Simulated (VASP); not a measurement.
Crystal: TeRu.

```
Ru Te
1.0
     3.41538    0.00000    0.00000
     0.00000    3.41538    0.00000
     0.00000    0.00000    6.83077
Ru Te
2 2
Direct
  0.00000 0.00000 0.00000
  0.00000 0.00000 0.50000
  0.50000 0.50000 0.25000
  0.50000 0.50000 0.75000
```

Base run:

| Property | Result |
| --- | --- |
| Program | VASP 6.6.1 |
| Functional | LDA |
| Potentials or basis | VASP PAW LDA potentials, release 64 (Ru_pv, Te) |
| Cutoff | 500 eV |
| k mesh | 6 × 6 × 3 |
| Occupations | gaussian, width 0.05 eV |
| Spin | non-collinear spin, twin_end start, moments held on the sites |
| Starting moments | [[0.0, 0.0, 0.38], [0.0, 0.0, 0.38], [0.0, 0.0, 0.01], [0.0, 0.0, 0.01]] μB |

Its results: band gap on the k mesh zero (bands 40 and 41 overlap by 1.43 eV); net moment 2.91 μB per cell.

The run is repeated on the same cell with these changes: constraint on the moments (i_constrained_m) from 2 to 1; moments at the start from [0.0, 0.0, 0.38, 0.0, 0.0, 0.38, 0.0, 0. to [0.0, 0.0, 0.4, -0.0, -0.0, -0.4, 0.0, 0. What comes out?

Band gap on the k mesh zero (bands 40 and 41 overlap by 1.00 eV); net moment 1.25 μB per cell.

Caveats: moments held by a penalty; spin-orbit coupling is left out, which moves the levels of the heavy elements.
